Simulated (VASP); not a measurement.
Set up this calculation in VASP 6.6.1, as the native input.

```
Task                   : relaxation of cell and atoms
Functional             : PBE
Potentials or basis    : VASP PAW PBE potentials, release 64 (B, Bi_d, In_d)
Cutoff                 : 600 eV
k mesh                 : 6 × 6 × 4
Occupations            : fermi-dirac, width 0.02 eV
Spin                   : no spin polarisation
Dipole correction      : no
Further INCAR settings : ALGO = Normal; EDIFF = 1e-06; IBRION = 2; EDIFFG = -0.005; NSW = 80; ISIF = 3
```

The structure of InBi2B lies in POSCAR:

```
InBi2B
1.0
    4.2430061324      0.0000000000      0.0000000000
    0.0000000000      4.2430061324      0.0000000000
    0.0000000000      0.0000000000      6.0005168177
B Bi In
1 2 1
Direct
    0.0000000000      0.0000000000      0.0000000000
    0.0000000000      0.5000000000      0.2500000000
    0.5000000000      0.0000000000      0.7500000000
    0.5000000000      0.5000000000      0.5000000000
```

The input as run:

INCAR

```
SYSTEM = InBi2B
PREC     = Accurate       ! precision mode
ENCUT    = 600            ! plane-wave cutoff, eV
EDIFF    = 1E-6           ! SCF threshold, eV
ISMEAR   = -1             ! smearing method
SIGMA    = 0.02           ! smearing width, eV
LREAL    = .False.        ! projectors in reciprocal space
LASPH    = .True.         ! aspherical terms in the spheres
NELM     = 100            ! most SCF steps
ALGO     = Normal         ! electronic algorithm
ISIF     = 3              ! what is computed and relaxed
LWAVE    = .False.        ! write WAVECAR
LCHARG   = .False.        ! write CHGCAR
GGA      = PE             ! functional
IBRION   = 2              ! ionic algorithm
NSW      = 80             ! ionic steps
EDIFFG   = -0.005         ! ionic threshold
```

KPOINTS

```
regular mesh
0
Gamma
  6 6 4
  0 0 0
```

Potentials or basis: VASP PAW PBE potentials, release 64 (B, Bi_d, In_d).

Command:

```bash
$ cat potpaw_PBE.64/B/POTCAR potpaw_PBE.64/Bi_d/POTCAR potpaw_PBE.64/In_d/POTCAR > POTCAR
$ mpirun -np 1 vasp_std > vasp.out
```

It gave:

```json
{"Relaxed volume": "29.92 Å³/atom", "Relaxed cell": "a = 4.258 Å, b = 4.258 Å, c = 6.602 Å, α = 90.00°, β = 90.00°, γ = 90.00°", "Space group after relaxing (to 0.05 Å)": "P-4m2 (No. 115)", "Energy gained by relaxing": "388.9 meV/atom", "Ionic steps": "15", "Pressure after relaxing": "0.0 GPa", "Band gap on the k mesh": "zero (band 23 reaches 6.03 eV, above the bottom of band 24 at 5.14 eV)"}
```

Caveat: spin-orbit coupling is left out, which moves the levels of the heavy elements.

Run time: 8.1 min on 1 thread of Intel(R) Xeon(R) Platinum 8375C CPU @ 2.90GHz (Ice Lake) (shared host), peak memory 0.31 GiB.
